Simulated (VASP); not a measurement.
Wanted: the native input for a VASP 6.6.1 run.

```yaml
Task: single point
Functional: PBE
Potentials_or_basis: VASP PAW PBE potentials, release 64 (Ti_sv, Re)
Cutoff: 520 eV
k_mesh: 4 × 4 × 4
Occupations: gaussian, width 0.1 eV
Spin: collinear spin, ferromagnetic start
Starting_moments: "[1.0, 1.0, 1.0, 1.0, 1.0, 1.0, 1.0, 1.0] μB"
Dipole_correction: no
Further_INCAR_settings: ALGO = Normal; EDIFF = 1e-06; NBANDS = 54
```

The structure of Ti5Re3 lies in POSCAR:

```
Ti5Re3
1.0
   -3.1405821325      3.1405821325      3.1405821325
    3.1405821325     -3.1405821325      3.1405821325
    3.1405821325      3.1405821325     -3.1405821325
Ti Re
5 3
Direct
    0.0000000000      0.0000000000      0.0000000000
    0.0000000000      0.0000000000      0.5000000000
    0.0000000000      0.5000000000      0.0000000000
    0.5000000000      0.0000000000      0.0000000000
    0.5000000000      0.5000000000      0.5000000000
    0.0000000000      0.5000000000      0.5000000000
    0.5000000000      0.5000000000      0.0000000000
    0.5000000000      0.0000000000      0.5000000000
```

The input as run:

INCAR

```
PREC = Accurate
ENCUT = 520
EDIFF = 1E-6
ISMEAR = 0
SIGMA = 0.1
LREAL = F
LASPH = T
NELM = 150
ALGO = Normal
ISIF = 2
LWAVE = F
LCHARG = T
ISPIN = 2
MAGMOM = 1 1 1 1 1 1 1 1
LORBIT = 11
LMAXMIX = 4
GGA = PE
LELF = T
LVHAR = T
NBANDS = 54
```

KPOINTS

```
Automatic mesh
0
Gamma
  4 4 4
```

Potentials or basis: VASP PAW PBE potentials, release 64 (Ti_sv, Re).

Run with:

```console
$ cat potpaw_PBE.64/Ti_sv/POTCAR potpaw_PBE.64/Re/POTCAR > POTCAR
$ mpirun -np 1 vasp_std > vasp.out
```

It gave:

```yaml
Pressure: -0.3 GPa
Net_moment: 0.00 μB per cell
Valence_electrons_inside_the_program's_atomic_spheres: Ti 10.35, 10.38; Re 5.96
```

Wall time 5.6 min on 1 thread of Oxide Virtual Turin-like Processor, on a shared host, peak memory 0.29 GiB.
